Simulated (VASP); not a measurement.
Input of a VASP 6.6.1 run:

INCAR

```
SYSTEM = Ta2H
PREC = Accurate
ENCUT = 520
EDIFF = 1E-6
ISMEAR = 0
SIGMA = 0.1
LREAL = .False.
LASPH = .True.
NELM = 60
ALGO = Normal
ISIF = 2
LWAVE = .False.
LCHARG = .False.
GGA = PS
NBANDS = 18
```

KPOINTS

```
Automatic mesh
0
Gamma
  12 12 12
  0 0 0
```

File POSCAR:

```
Ta2H
1.0
    3.2798571866      0.0000000000      0.0000000000
    0.0000000000      3.3836591363      0.0000000000
    0.0000000000      0.0000000000      3.4089781407
Ta H
2 1
Direct
    0.5000000000      0.0000000000      0.7348430027
    0.0000000000      0.5000000000      0.2552913637
    0.0000000000      0.0000000000      0.0098656336
```

Potentials or basis: VASP PAW PBE potentials, release 64 (Ta_pv, H).

Command:

```bash
$ cat potpaw_PBE.64/Ta_pv/POTCAR potpaw_PBE.64/H/POTCAR > POTCAR
$ mpirun -np 1 vasp_std > vasp.out
```

**Question.** What does it give for the largest force?

**Answer.** 0.013 eV/Å.

**Question.** Estimate the pressure.

**Answer.** 1.3 GPa.

Stress tensor (GPa, compression positive):
```
3.47 0.00 0.00
0.00 0.24 0.00
0.00 0.00 0.17
```

Caveat: the cell differs from its parent crystal (uniaxial strain along a: -2.0 %, then relaxed in part); the PAW data sets were made with another functional, which shifts forces and pressure a little.
